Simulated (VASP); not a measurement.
# Li6AlB3 (Pm-3) in VASP: notebook, part 2 of 2

VASP 6.6.1. The steps go on from the part before.

### 4 Relaxation of cell and atoms, PBE

Input file INCAR:

```
PREC     = Accurate       # precision mode
ENCUT    = 600            # plane-wave cutoff, eV
EDIFF    = 1E-6           # SCF threshold, eV
ISMEAR   = 0              # smearing method
SIGMA    = 0.1            # smearing width, eV
LREAL    = False          # projectors in reciprocal space
LASPH    = True           # aspherical terms in the spheres
NELM     = 80             # most SCF steps
ALGO     = Normal         # electronic algorithm
ISIF     = 3              # what is computed and relaxed
LWAVE    = False          # write WAVECAR
LCHARG   = False          # write CHGCAR
GGA      = PE             # functional
IBRION   = 2              # ionic algorithm
NSW      = 90             # ionic steps
EDIFFG   = -0.04          # ionic threshold
```

Input file KPOINTS:

```
regular mesh
0
Gamma
  4 4 4
```

Input file POSCAR:

```
Li6AlB3
1.0
    4.8569160900      0.0000000000      0.0000000000
    0.0000000000      4.8569160900      0.0000000000
    0.0000000000      0.0000000000      4.8569160900
Li Al B
6 1 3
Direct
    0.6953835100      0.5000000000      0.0000000000
    0.3046164900      0.5000000000      0.0000000000
    0.0000000000      0.6953835100      0.5000000000
    0.0000000000      0.3046164900      0.5000000000
    0.5000000000      0.0000000000      0.6953835100
    0.5000000000      0.0000000000      0.3046164900
    0.0000000000      0.0000000000      0.0000000000
    0.5000000000      0.0000000000      0.0000000000
    0.0000000000      0.5000000000      0.0000000000
    0.0000000000      0.0000000000      0.5000000000
```

Started as:

```console
$ cat potpaw_PBE.64/Li_sv/POTCAR potpaw_PBE.64/Al/POTCAR potpaw_PBE.64/B/POTCAR > POTCAR
$ mpirun -np 1 vasp_std > vasp.out
```

Run time: 5.2 min. Hardware: 1 thread of Oxide Virtual Turin-like, shared host; peak memory 0.21 GiB.

Results (log left out):

- Free energy: -21.7395 eV
- Relaxed volume: 16.76 Å³/atom
- Relaxed cell: a = 5.513 Å, b = 5.513 Å, c = 5.513 Å, α = 90.00°, β = 90.00°, γ = 90.00°
- Space group after relaxing (to 0.05 Å): Pm-3 (No. 200)
- Energy gained by relaxing: 606.0 meV/atom
- Ionic steps: 9
- Pressure after relaxing: -0.1 GPa
- Largest force after relaxing: 0.013 eV/Å
- Band gap on the k mesh: zero (band 15 reaches 2.04 eV, above the bottom of band 16 at 1.35 eV)

Forces on the atoms (eV/Å):
```
Li   0.013  0.000  0.000
Li  -0.013  0.000  0.000
Li   0.000  0.013  0.000
Li   0.000 -0.013  0.000
Li   0.000  0.000  0.013
Li   0.000  0.000 -0.013
Al   0.000  0.000  0.000
B    0.000  0.000  0.000
B    0.000  0.000  0.000
B    0.000  0.000  0.000
```

The path:
```csv
step,energy change (eV),largest force (eV/Å),pressure (GPa),volume (Å³)
1,0.0000,5.8529,25.45,114.57
2,-5.0477,2.5743,1.30,147.48
3,-5.5522,0.7868,4.72,139.35
4,-5.5552,0.6686,4.99,138.82
5,-5.8577,0.3633,2.96,148.21
6,-6.0556,0.0191,0.49,163.78
7,-6.0593,0.0688,0.17,166.25
8,-6.0592,0.0800,0.10,166.83
9,-6.0600,0.0125,-0.11,167.58
```

Final structure:
```
Li Al B
1.0
     5.51323    0.00000    0.00000
     0.00000    5.51323    0.00000
     0.00000    0.00000    5.51323
Li Al B
6 1 3
Direct
  0.66248 0.50000 0.00000
  0.33752 0.50000 0.00000
  0.00000 0.66248 0.50000
  0.00000 0.33752 0.50000
  0.50000 0.00000 0.66248
  0.50000 0.00000 0.33752
  0.00000 0.00000 0.00000
  0.50000 0.00000 0.00000
  0.00000 0.50000 0.00000
  0.00000 0.00000 0.50000
```

Levels at points of the mesh, in eV from the Fermi level:
```csv
k point,band 12,band 13,band 14,band 15,band 16,band 17,band 18,band 19
"(0.00, 0.00, 0.00)",-2.67,-0.78,0.21,0.21,0.21,0.62,0.62,0.62
"(0.50, 0.00, 0.00)",-1.98,-1.67,-1.17,-0.60,0.10,0.61,0.62,1.59
"(0.50, 0.50, 0.00)",-1.63,-0.97,-0.87,-0.32,-0.23,0.39,1.03,1.82
"(0.50, 0.50, 0.50)",-1.64,-1.64,-0.67,0.46,0.46,0.46,1.09,1.09
```

Caveat: the cutoff is under 1.25 times the usual one of these potentials, so pressure, stress and relaxed cells hold a basis-set (Pulay) error; the volume moved by over 15 % at a fixed basis, so the end points are rough.

### 5 Single point, PBE

This run uses another cell than the first one, of 17.29 Å³/atom, 1.509 times its volume.

Input file INCAR:

```
SYSTEM = Li6AlB3
  PREC = Accurate
  ENCUT = 520
  EDIFF = 1E-6
  ISMEAR = 0
  SIGMA = 0.1
  LREAL = .FALSE.
  LASPH = .TRUE.
  NELM = 60
  ALGO = Fast
  ISIF = 2
  LWAVE = .FALSE.
  LCHARG = .TRUE.
  GGA = PE
  LELF = .TRUE.
  LVHAR = .TRUE.
  NBANDS = 26
```

Input file KPOINTS:

```
Automatic mesh
0
G
  8 8 8
  0 0 0
```

Input file POSCAR:

```
Li6AlB3
1.0
    5.5713263598      0.0000000000      0.0000000000
    0.0000000000      5.5713263598      0.0000000000
    0.0000000000      0.0000000000      5.5713263598
Li Al B
6 1 3
Direct
    0.6641070691      0.5000000000      0.0000000000
    0.3358929309      0.5000000000      0.0000000000
    0.0000000000      0.6641070691      0.5000000000
    0.0000000000      0.3358929309      0.5000000000
    0.5000000000      0.0000000000      0.6641070691
    0.5000000000      0.0000000000      0.3358929309
    0.0000000000      0.0000000000      0.0000000000
    0.5000000000      0.0000000000      0.0000000000
    0.0000000000      0.5000000000      0.0000000000
    0.0000000000      0.0000000000      0.5000000000
```

Started as:

```console
$ cat potpaw_PBE.64/Li_sv/POTCAR potpaw_PBE.64/Al/POTCAR potpaw_PBE.64/B/POTCAR > POTCAR
$ mpirun -np 1 vasp_std > vasp.out
```

Wall time 9.7 min (1 thread of Oxide Virtual Turin-like, shared host); peak memory 0.32 GiB.

It converged, with:

```yaml
Free_energy: -21.8645 eV
Largest_force: 0.054 eV/Å
Band_gap_on_the_k_mesh: zero (band 15 reaches 1.86 eV, above the bottom of band 16 at 1.09 eV)
```

Forces on the atoms (eV/Å):
```
Li  -0.054  0.000  0.000
Li   0.054  0.000  0.000
Li   0.000 -0.054  0.000
Li   0.000  0.054  0.000
Li   0.000  0.000 -0.054
Li   0.000  0.000  0.054
Al   0.000  0.000  0.000
B    0.000  0.000  0.000
B    0.000  0.000  0.000
B    0.000  0.000  0.000
```

Levels at points of the mesh, in eV from the Fermi level:
```tsv
k point	band 12	band 13	band 14	band 15	band 16	band 17	band 18	band 19
(0.00, 0.00, 0.00)	-2.59	-0.84	0.21	0.21	0.21	0.61	0.61	0.61
(0.50, 0.00, 0.00)	-1.94	-1.63	-1.10	-0.57	0.08	0.58	0.62	1.57
(0.50, 0.50, 0.00)	-1.58	-0.95	-0.81	-0.32	-0.23	0.39	1.01	1.84
(0.50, 0.50, 0.50)	-1.60	-1.60	-0.56	0.45	0.45	0.45	1.07	1.07
```

Caveat: the cutoff is under 1.25 times the usual one of these potentials, so pressure, stress and relaxed cells hold a basis-set (Pulay) error.

### 6 Relaxation of cell and atoms, PBE

This run uses another cell than the first one, of 17.20 Å³/atom, 1.502 times its volume.

Input file INCAR:

```
SYSTEM = Li6AlB3
PREC     = Accurate       ! precision mode
ENCUT    = 600            ! plane-wave cutoff, eV
EDIFF    = 1E-6           ! SCF threshold, eV
ISMEAR   = 0              ! smearing method
SIGMA    = 0.1            ! smearing width, eV
LREAL    = .False.        ! projectors in reciprocal space
LASPH    = .True.         ! aspherical terms in the spheres
NELM     = 100            ! most SCF steps
ALGO     = Fast           ! electronic algorithm
ISIF     = 3              ! what is computed and relaxed
LWAVE    = .False.        ! write WAVECAR
LCHARG   = .False.        ! write CHGCAR
GGA      = PE             ! functional
IBRION   = 2              ! ionic algorithm
NSW      = 100            ! ionic steps
EDIFFG   = -0.01          ! ionic threshold
```

Input file KPOINTS:

```
Automatic mesh
0
Gamma
  8 8 8
  0 0 0
```

Input file POSCAR:

```
Li6AlB3
1.0
    5.5616767070      0.0000000000      0.0000000000
    0.0000000000      5.5616767070      0.0000000000
    0.0000000000      0.0000000000      5.5616767070
Li Al B
6 1 3
Direct
    0.6642660030      0.5000000000      0.0000000000
    0.3357339970      0.5000000000      0.0000000000
    0.0000000000      0.6642660030      0.5000000000
    0.0000000000      0.3357339970      0.5000000000
    0.5000000000      0.0000000000      0.6642660030
    0.5000000000      0.0000000000      0.3357339970
    0.0000000000      0.0000000000      0.0000000000
    0.5000000000      0.0000000000      0.0000000000
    0.0000000000      0.5000000000      0.0000000000
    0.0000000000      0.0000000000      0.5000000000
```

Potentials or basis: VASP PAW PBE potentials, release 64 (Li_sv, Al, B).

Started as:

```console
$ cat potpaw_PBE.64/Li_sv/POTCAR potpaw_PBE.64/Al/POTCAR potpaw_PBE.64/B/POTCAR > POTCAR
$ mpirun -np 1 vasp_std > vasp.out
```

It took 24 min on 1 thread of Oxide Virtual Turin-like, shared host; peak memory 0.41 GiB.

It converged, with:

| Quantity | Value |
| --- | --- |
| Free energy | -21.8675 eV |
| Relaxed volume | 17.24 Å³/atom |
| Relaxed cell | a = 5.566 Å, b = 5.566 Å, c = 5.566 Å, α = 90.00°, β = 90.00°, γ = 90.00° |
| Space group after relaxing (to 0.05 Å) | Pm-3 (No. 200) |
| Energy gained by relaxing | 0.1 meV/atom |
| Ionic steps | 2 |
| Pressure after relaxing | 0.0 GPa |
| Largest force after relaxing | 0.004 eV/Å |
| Band gap on the k mesh | zero (band 15 reaches 1.88 eV, above the bottom of band 16 at 1.11 eV) |

Forces in eV/Å, atoms in the order of the input:
```
Li  -0.004  0.000  0.000
Li   0.004  0.000  0.000
Li   0.000 -0.004  0.000
Li   0.000  0.004  0.000
Li   0.000  0.000 -0.004
Li   0.000  0.000  0.004
Al   0.000  0.000  0.000
B    0.000  0.000  0.000
B    0.000  0.000  0.000
B    0.000  0.000  0.000
```

The path:
| step | energy change (eV) | largest force (eV/Å) | pressure (GPa) | volume (Å³) |
| --- | --- | --- | --- | --- |
| 1 | 0.0000 | 0.0916 | 0.15 | 172.04 |
| 2 | -0.0015 | 0.0037 | 0.00 | 172.45 |

Final structure:
```
Li Al B
1.0
     5.56610    0.00000    0.00000
     0.00000    5.56610    0.00000
     0.00000    0.00000    5.56610
Li Al B
6 1 3
Direct
  0.66347 0.50000 0.00000
  0.33653 0.50000 0.00000
  0.00000 0.66347 0.50000
  0.00000 0.33653 0.50000
  0.50000 0.00000 0.66347
  0.50000 0.00000 0.33653
  0.00000 0.00000 0.00000
  0.50000 0.00000 0.00000
  0.00000 0.50000 0.00000
  0.00000 0.00000 0.50000
```

Levels at points of the mesh, in eV from the Fermi level:
```
           k point  band 13  band 14  band 15  band 16  band 17  band 18
(0.00, 0.00, 0.00)    -0.83     0.21     0.21     0.21     0.61     0.61
(0.50, 0.00, 0.00)    -1.63    -1.11    -0.58     0.08     0.59     0.62
(0.50, 0.50, 0.00)    -0.95    -0.82    -0.32    -0.23     0.39     1.02
(0.50, 0.50, 0.50)    -1.60    -0.57     0.46     0.46     0.46     1.08
```

Caveat: the cutoff is under 1.25 times the usual one of these potentials, so pressure, stress and relaxed cells hold a basis-set (Pulay) error.

### 7 Summary

```csv
task,cell,k mesh,cutoff (eV),gap on the mesh (eV),pressure (GPa),relaxed volume (Å³/atom),largest force (eV/Å)
single point,"a = 4.857 Å, 10 atoms",4 × 4 × 4,520,none,-,-,5.86
single point,"a = 5.562 Å, 10 atoms",4 × 4 × 4,520,none,-,-,0.07
relaxation of cell and atoms,"relaxed from a = 4.857 Å, 10 atoms",4 × 4 × 4,600,none,-0.1,16.76,0.01
single point,"a = 5.571 Å, 10 atoms",8 × 8 × 8,520,none,-,-,0.05
relaxation of cell and atoms,"relaxed from a = 5.562 Å, 10 atoms",8 × 8 × 8,600,none,0.0,17.24,-
```

Alike in all rows: level PBE; potentials or basis VASP PAW PBE potentials, release 64 (Li_sv, Al, B); no spin polarisation; smearing gaussian 0.1 eV.

Caveats: the cutoff is under 1.25 times the usual one of these potentials, so pressure, stress and relaxed cells hold a basis-set (Pulay) error; forces of over 1 eV/Å act on the atoms, so gaps and moduli don't describe the material at rest (some runs); the volume moved by over 15 % at a fixed basis, so the end points are rough (some runs).

Absolute energies hang on the potentials; compare differences alone.
